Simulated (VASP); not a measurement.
A run of VASP 6.6.1:

File INCAR:

```
SYSTEM = Ga
PREC = Accurate ; ENCUT = 520
EDIFF = 1E-8 ; ISMEAR = -1
SIGMA = 0.03 ; LREAL = .FALSE.
LASPH = .TRUE. ; NELM = 150
ALGO = Normal ; ISIF = 2
LWAVE = .FALSE. ; LCHARG = .FALSE.
MAGMOM = 0 0 0 ; LORBIT = 11
LSORBIT = .TRUE. ; GGA_COMPAT = .FALSE.
LORBMOM = .TRUE. ; GGA = PE
LEFG = .TRUE. ; NBANDS = 24
```

File KPOINTS:

```
regular mesh
0
G
  16 16 16
  0 0 0
```

Contents of POSCAR:

```
Ga
1.0
   -1.4040000000      1.4040000000      2.2290000000
    1.4040000000     -1.4040000000      2.2290000000
    1.4040000000      1.4040000000     -2.2290000000
Ga
1
Direct
    0.0000000000      0.0000000000      0.0000000000
```

Potentials or basis: VASP PAW PBE potentials, release 64 (Ga_d).

Launch:

```sh
$ cat potpaw_PBE.64/Ga_d/POTCAR > POTCAR
$ mpirun -np 1 vasp_ncl > vasp.out
```

Hardware: 1 thread of Intel(R) Xeon(R) Platinum 8488C (Sapphire Rapids), on a shared host.

Question: Estimate the wall time of this run.

Answer: Run time: 3.6 min on 1 thread of Intel(R) Xeon(R) Platinum 8488C (Sapphire Rapids), with other jobs on the host, peak memory 0.34 GiB. Counts: scf iterations 11, k points 349.
